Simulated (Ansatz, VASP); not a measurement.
**Two plane-wave programs on Sr**

```
CELL_PARAMETERS angstrom
6.75393 0.00000 0.00000
-3.37697 5.84908 0.00000
0.00000 0.00000 8.38202
ATOMIC_POSITIONS crystal
Sr 0.00000 0.00000 0.64724
Sr 0.00000 0.00000 0.14724
Sr 0.33333 0.66667 0.39524
Sr 0.66667 0.33333 0.89524
Sr 0.33333 0.66667 0.89381
Sr 0.66667 0.33333 0.39381
```

Alike in both runs: functional PBE; k mesh 3 × 3 × 2; occupations gaussian, width 0.1 eV; no spin polarisation.

Ansatz relaxed the structure, and its values are those at the end. VASP's run is a single point on that final structure, the one shown.

|  | VASP | Ansatz |
| --- | --- | --- |
| version | VASP 6.6.1 | Ansatz 0.2.0 |
| potentials or method | VASP PAW PBE potentials, release 64 (Sr_sv), cutoff 520 eV | scalar-relativistic, plane waves, PAW |
| valence electrons in the cell | 60 | 60 |

|  | VASP | Ansatz | Ansatz less VASP |
| --- | --- | --- | --- |
| gap on the k mesh at the Fermi level (eV) | none | none | - |
| pressure (GPa) | 0.0 | 0.0 | 0.00 |
| rms of the force components (eV/Å) | 0.010 | 0.011 | 0.0000 |

A gap of «none» marks a metal or a gap that the smearing closes. The functional is the same, so the differences come from potentials, cutoffs and numerics.

The k mesh is coarse, so the values compare programs but aren't converged.
